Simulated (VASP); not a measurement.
Wanted: the native input for a VASP 6.6.1 run.

* Task: single point
* Functional: PBE
* Potentials or basis: VASP PAW PBE potentials, release 64 (La, B, Ir_sv_GW)
* Cutoff: 500 eV
* k mesh: 7 × 7 × 7
* Occupations: fermi-dirac, width 0.0804 eV
* Spin: no spin polarisation
* Dipole correction: no
* Further INCAR settings: ALGO = Normal; EDIFF = 1e-06; NBANDS = 26

The structure of LaB3Ir lies in POSCAR:

```
LaB3Ir
1.0
    0.0000000000      3.5085845348      0.0000000000
    3.5085845348      0.0000000000      0.0000000000
    1.7542922674      1.7542922674     -5.4032920967
La B Ir
1 3 1
Direct
   -0.0110287494     -0.0110287494      0.0220574988
    0.7859157515      0.2859157515      0.4281684971
    0.2859157515      0.7859157515      0.4281684971
    0.3533684293      0.3533684293      0.2932631415
    0.6753288172      0.6753288172      0.6493423656
```

The input as run:

INCAR

```
PREC = Accurate
ENCUT = 500
EDIFF = 1E-6
ISMEAR = -1
SIGMA = 0.0804
LREAL = F
LASPH = T
NELM = 200
ALGO = Normal
ISIF = 2
LWAVE = F
LCHARG = F
GGA = PE
NBANDS = 26
GGA_COMPAT = F
LMAXMIX = 6
```

KPOINTS

```
Automatic mesh
0
Gamma
  7 7 7
```

Potentials or basis: VASP PAW PBE potentials, release 64 (La, B, Ir_sv_GW).

The run is started by

```console
$ cat potpaw_PBE.64/La/POTCAR potpaw_PBE.64/B/POTCAR potpaw_PBE.64/Ir_sv_GW/POTCAR > POTCAR
$ mpirun -np 1 vasp_std > vasp.out
```

It gave:

```json
{
  "Pressure": "-0.8 GPa",
  "Largest force": "0.005 eV/Å",
  "Band gap on the k mesh": "zero (an odd number of electrons rules out a gap without spin polarisation)"
}
```

Caveat: spin-orbit coupling is left out, which moves the levels of the heavy elements.

It took 59 s on 1 thread of Intel(R) Xeon(R) 6975P-C (Granite Rapids) (shared host), peak memory 0.24 GiB.
